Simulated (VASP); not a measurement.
# CdTe (F-43m) in VASP: single point with PBE

Aim: the single point of CdTe with PBE.

Everything below comes from runs of VASP 6.6.1. Logs are shortened: lines on timing, memory, paths and dates and some standing lists are left out, and cuts for length are marked.

## Step 1: The cell of the first run

It takes space group F-43m (No. 216, cubic). The conventional cell has a = 6.410 Å, b = 6.410 Å, c = 6.410 Å, α = 90.00°, β = 90.00°, γ = 90.00°. Cd (site symmetry -43m) has 4 Te at 2.78 Å within 3.7 Å. Te (site symmetry -43m) has 4 Cd at 2.78 Å within 3.7 Å.

## Step 2: Single point, PBE

The input, POSCAR:

```
CdTe
1.0
    0.0000000000      3.2050000000      3.2050000000
    3.2050000000      0.0000000000      3.2050000000
    3.2050000000      3.2050000000      0.0000000000
Cd Te
1 1
Direct
    0.0000000000      0.0000000000      0.0000000000
    0.2500000000      0.2500000000      0.2500000000
```

The input, INCAR.step1:

```
PREC = Accurate
ENCUT = 400
EDIFF = 1E-6
ISMEAR = 0
SIGMA = 0.01
LREAL = False
LASPH = True
NELM = 120
ALGO = Normal
ISIF = 2
LWAVE = False
LCHARG = True
GGA = PE
NBANDS = 16
GGA_COMPAT = False
NEDOS = 2001
LORBIT = 11
```

The input, KPOINTS.step1:

```
regular mesh
0
Gamma
  6 6 6
```

The input, INCAR.step2:

```
PREC = Accurate
ENCUT = 400
EDIFF = 1E-6
ISMEAR = -5
SIGMA = 0.01
LREAL = False
LASPH = True
NELM = 120
ALGO = Normal
ISIF = 2
LWAVE = False
LCHARG = False
GGA = PE
LORBIT = 10
NEDOS = 2001
ICHARG = 11
GGA_COMPAT = False
```

The input, KPOINTS.step2:

```
regular mesh
0
Gamma
  9 9 9
```

Potentials or basis: VASP PAW PBE potentials, release 64 (Cd, Te).

Started as:

```console
cat potpaw_PBE.64/Cd/POTCAR potpaw_PBE.64/Te/POTCAR > POTCAR
cp INCAR.step1 INCAR
cp KPOINTS.step1 KPOINTS
mpirun -np 1 vasp_std > vasp.out
cp INCAR.step2 INCAR
cp KPOINTS.step2 KPOINTS
mpirun -np 1 vasp_std > vasp.out
```

OUTCAR:

```text
PREC = Accurate
   ENCUT = 400
   EDIFF = 1E-6
   ISMEAR = -5
   LREAL = False
   LASPH = True
   NELM = 120
   ISIF = 2
   GGA = PE
   LORBIT = 10
   ICHARG = 11

 ion  position               nearest neighbor table
   1  0.000  0.000  0.000-   2 2.78   2 2.78   2 2.78   2 2.78
   2  0.250  0.250  0.250-   1 2.78   1 2.78   1 2.78   1 2.78

  LATTYP: Found a face centered cubic cell.
 ALAT       =     6.4100000000

  Lattice vectors:

 A1 = (   0.0000000000,   3.2050000000,   3.2050000000)
 A2 = (   3.2050000000,   0.0000000000,   3.2050000000)
 A3 = (   3.2050000000,   3.2050000000,   0.0000000000)

Analysis of symmetry for initial positions (statically):
=====================================================================
 Subroutine PRICEL returns:
 Original cell was already a primitive cell.

 Routine SETGRP: Setting up the symmetry group for a
 face centered cubic supercell.

 Subroutine GETGRP returns: Found 24 space group operations
 (whereof 24 operations were pure point group operations)
 out of a pool of 48 trial point group operations.

The static configuration has the point symmetry T_d .

Analysis of symmetry for dynamics (positions and initial velocities):
=====================================================================
 Subroutine PRICEL returns:
 Original cell was already a primitive cell.

 Routine SETGRP: Setting up the symmetry group for a
 face centered cubic supercell.

 Subroutine GETGRP returns: Found 24 space group operations
 (whereof 24 operations were pure point group operations)
 out of a pool of 48 trial point group operations.

The dynamic configuration has the point symmetry T_d .

 Subroutine INISYM returns: Found 24 space group operations
 (whereof 24 operations are pure point group operations),
 and found     1 'primitive' translations

----------------------------------------------------------------------------------------

                                     Primitive cell

  volume of cell :      65.8437

  direct lattice vectors                    reciprocal lattice vectors
     0.000000000  3.205000000  3.205000000    -0.156006240  0.156006240  0.156006240
     3.205000000  0.000000000  3.205000000     0.156006240 -0.156006240  0.156006240
     3.205000000  3.205000000  0.000000000     0.156006240  0.156006240 -0.156006240

  length of vectors
     4.532554467  4.532554467  4.532554467     0.270210734  0.270210734  0.270210734

  position of ions in fractional coordinates (direct lattice)
     0.000000000  0.000000000  0.000000000
     0.250000000  0.250000000  0.250000000

  ion indices of the primitive-cell ions
   primitive index   ion index
                 1           1
                 2           2

----------------------------------------------------------------------------------------

 KPOINTS: regular mesh

Automatic generation of k-mesh.
 Grid dimensions read from file:
 generate k-points for:    9    9    9

 Generating k-lattice:

  Cartesian coordinates                     Fractional coordinates (reciprocal lattice)
    -0.017334027  0.017334027  0.017334027     0.111111111  0.000000000  0.000000000
     0.017334027 -0.017334027  0.017334027     0.000000000  0.111111111  0.000000000
     0.017334027  0.017334027 -0.017334027     0.000000000  0.000000000  0.111111111

  Length of vectors
     0.030023415  0.030023415  0.030023415

  Shift w.r.t. Gamma in fractional coordinates (k-lattice)
     0.000000000  0.000000000  0.000000000

 TETIRR: Found    115 inequivalent tetrahedra from     4374

 Subroutine IBZKPT returns following result:
 ===========================================

 Found     35 irreducible k-points:

 Following reciprocal coordinates:
            Coordinates               Weight
  0.000000  0.000000  0.000000      1.000000
  0.111111  0.000000  0.000000      8.000000
  0.222222  0.000000  0.000000      8.000000
  0.333333  0.000000  0.000000      8.000000
  0.444444  0.000000  0.000000      8.000000
  0.111111  0.111111  0.000000      6.000000
[... 16 lines left out ...]
 -0.333333  0.333333  0.000000     12.000000
  0.444444  0.444444  0.000000      6.000000
 [... further k-points ...]
   k-points           NKPTS =     35   k-points in BZ     NKDIM =     35   number of bands    NBANDS=     13
   number of dos      NEDOS =   2001   number of ions     NIONS =      2
   total plane-waves  NPLWV =  27000
   dimension x,y,z NGX =    30 NGY =   30 NGZ =   30
   dimension x,y,z NGXF=    60 NGYF=   60 NGZF=   60
   ions per type =               1   1
   NGX,Y,Z   is equivalent  to a cutoff of  11.00, 11.00, 11.00 a.u.
   NGXF,Y,Z  is equivalent  to a cutoff of  22.01, 22.01, 22.01 a.u.
 SYSTEM =  unknown system
   PREC   = accura    normal or accurate (medium, high low for compatibility)
   ISTART =      0    job   : 0-new  1-cont  2-samecut
   ICHARG =     11    charge: 1-file 2-atom 10-const
   ISPIN  =      1    spin polarized calculation?
   LNONCOLLINEAR =      F non collinear calculations
   LSORBIT =      F    spin-orbit coupling
   LASPH  =      T    aspherical Exc in radial PAW
   ENCUT  =  400.0 eV  29.40 Ry    5.42 a.u.   7.39  7.39  7.39*2*pi/ulx,y,z
   NELM   =    120;   NELMIN=  2; NELMDL=  0     # of ELM steps
   EDIFF  = 0.1E-05   stopping-criterion for ELM
   LREAL  =      F    real-space projection
   EDIFFG = 0.1E-04   stopping-criterion for IOM
   NSW    =      0    number of steps for IOM
   IBRION =     -1    ionic relax: 0-MD 1-quasi-New 2-CG
   NFREE  =      0    steps in history (QN), initial steepest desc. (CG)
   ISIF   =      2    stress and relaxation
   ISYM   =      2    0-nonsym 1-usesym 2-fastsym
   POTIM  = 0.5000    time-step for ionic-motion
   TEBEG  =    0.0;   TEEND  =   0.0 temperature during run
   PSTRESS=    0.0 pullay stress
   NELECT =      18.0000    total number of electrons
   NUPDOWN=      -1.0000    fix difference up-down
   EMIN   =  10.00;   EMAX   =-10.00  energy-range for DOS
   EFERMI =   0.00;   METHOD = LEGACY
   ISMEAR =    -5;   SIGMA  =   0.01  broadening in eV -4-tet -1-fermi 0-gaus
   EFERMI_NEDOS =   21; number of points for ismear=-14 and -15
   IALGO  =     38    algorithm
   IMIX   =      4    mixing-type and parameters
     AMIX     =   0.40;   BMIX     =  1.00
     AMIX_MAG =   1.60;   BMIX_MAG =  1.00
  volume/ion in A,a.u.               =      32.92       222.17
  Fermi-wavevector in a.u.,A,eV,Ry     =   1.062497  2.007828 15.359610  1.128899
  Thomas-Fermi vector in A             =   2.197950
   LORBIT       =     10    0 simple, 1 ext, 2 COOP (PROOUT), +10 PAW based schemes
   GGA     = PE    functional components
   LHFCALC =     F    Hartree Fock is set to
   AEXX    =    0.0000 exact exchange contribution
   IVDW    =     0    specifies the selected vdW correction
   LEPSILON=     F    determine dielectric tensor
   LRPA    =     F    only Hartree local field effects (RPA)
 non-spin polarized calculation
 Fermi weights with tetrahedron method with Bloechl corrections
  energy-cutoff  :      400.00
  volume of cell :       65.84
 maximum number of plane-waves:      1243
 NGX is ok and might be reduce to    30

 number of electron      18.0000011 magnetization

 Free energy of the ion-electron system (eV)
  ---------------------------------------------------
  ext. energy  EPLUGINS =         0.00000000
  ---------------------------------------------------
  free energy    TOTEN  =        -4.72527742 eV

  energy without entropy =       -4.72527742  energy(sigma->0) =       -4.72527742

 E-fermi :   2.6637     XC(G=0):  -8.7306

 val. band max:        2.6583402421   @ k =   0.0000   0.0000   0.0000
 cond. band min:       3.5286196698   @ k =   0.0000   0.0000   0.0000
 fundamental gap:      0.8702794276
 Fermi energy:         2.6636580764

 k-point     1 :       0.0000    0.0000    0.0000
  band No.  band energies     occupation
      1      -8.7099      2.00000
      2      -5.7516      2.00000
      3      -5.7516      2.00000
      4      -5.7516      2.00000
      5      -5.4640      2.00000
      6      -5.4640      2.00000
      7       2.6583      2.00000
      8       2.6583      2.00000
      9       2.6583      2.00000
     10       3.5286      0.00000
     11       7.2323      0.00000
     12       7.2323      0.00000
     13       7.2323      0.00000

 k-point     2 :       0.1111    0.0000    0.0000
  band No.  band energies     occupation
      1      -8.6597      2.00000
      2      -5.7415      2.00000
      3      -5.7415      2.00000
      4      -5.7144      2.00000
      5      -5.4644      2.00000
      6      -5.4644      2.00000
      7       1.5877      2.00000
      8       2.5393      2.00000
      9       2.5393      2.00000
     10       4.3047      0.00000
     11       7.2159      0.00000
     12       7.4128      0.00000
     13       7.4128      0.00000

 k-point     3 :       0.2222    0.0000    0.0000
  band No.  band energies     occupation
      1      -8.5318      2.00000
      2      -5.7182      2.00000
      3      -5.7182      2.00000
      4      -5.5903      2.00000
      5      -5.4645      2.00000
      6      -5.4645      2.00000
      7       0.1759      2.00000
      8       2.2714      2.00000
      9       2.2714      2.00000
     10       4.7001      0.00000
     11       7.7444      0.00000
     12       7.7444      0.00000
     13       7.8172      0.00000
[... 305 lines left out ...]
 k-point    23 :      -0.3333    0.3333    0.0000
  band No.  band energies     occupation
      1      -8.1854      2.00000
      2      -5.6407      2.00000
      3      -5.6174      2.00000
      4      -5.4948      2.00000
      5      -5.4587      2.00000
      6      -4.9188      2.00000
      7      -1.6414      2.00000
      8      -0.1093      2.00000
      9       1.2508      2.00000
     10       5.7021      0.00000
     11       7.8521      0.00000
     12       9.5485      0.00000
     13       9.7607      0.00000

 k-point    24 :       0.4444    0.4444    0.0000
  band No.  band energies     occupation
      1      -8.1674      2.00000
      2      -5.5814      2.00000
      3      -5.5763      2.00000
      4      -5.5763      2.00000
      5      -5.4309      2.00000
      6      -4.9860      2.00000
      7      -1.6997      2.00000
      8       0.7217      2.00000
      9       0.7217      2.00000
     10       5.1780      0.00000
     11       5.4073      0.00000
     12      11.4134      0.00000
     13      11.6418      0.00000

 [... further k-points ...]
[... 5 lines left out ...]
  --------------------------------------------------------------------------------------
  -------------------------------------------------------------------------------------
  Total        1.6584392      1.6584392      1.6584392      0.0000000      0.0000000      0.0000000
  in kB       40.3548777     40.3548777     40.3548777      0.0000000      0.0000000      0.0000000
  external PRESSURE =      40.3548777 kB  Pullay stress =       0.0000000 kB

 VOLUME and BASIS-vectors are now :
 -----------------------------------------------------------------------------
  energy-cutoff  :      400.00
  volume of cell :       65.84
      direct lattice vectors                 reciprocal lattice vectors
     0.000000000  3.205000000  3.205000000    -0.156006240  0.156006240  0.156006240
     3.205000000  0.000000000  3.205000000     0.156006240 -0.156006240  0.156006240
     3.205000000  3.205000000  0.000000000     0.156006240  0.156006240 -0.156006240

 POSITION                                       TOTAL-FORCE (eV/Angst)
 -----------------------------------------------------------------------------------
      0.00000      0.00000      0.00000        -0.000000     -0.000000     -0.000000
      1.60250      1.60250      1.60250         0.000000      0.000000      0.000000
 -----------------------------------------------------------------------------------
    total drift:                                0.000000      0.000000      0.000000

  FREE ENERGIE OF THE ION-ELECTRON SYSTEM (eV)
  ---------------------------------------------------
  free  energy   TOTEN  =        -4.7252774159 eV

  energy  without entropy=       -4.7252774159  energy(sigma->0) =       -4.72527742

 total charge

# of ion       s       p       d       tot
------------------------------------------
    1        0.477   0.338   9.527  10.341
    2        1.349   2.077   0.024   3.450
--------------------------------------------------
tot          1.826   2.415   9.550  13.791
```

Wall time 22 s (1 thread of Intel Xeon Platinum 8488C (Sapphire Rapids), shared host); peak memory 0.17 GiB.

What came out:

```yaml
Valence_electrons_inside_the_program's_atomic_spheres: Cd 10.34; Te 3.45
```

Caveat: spin-orbit coupling is left out, which moves the levels of the heavy elements.
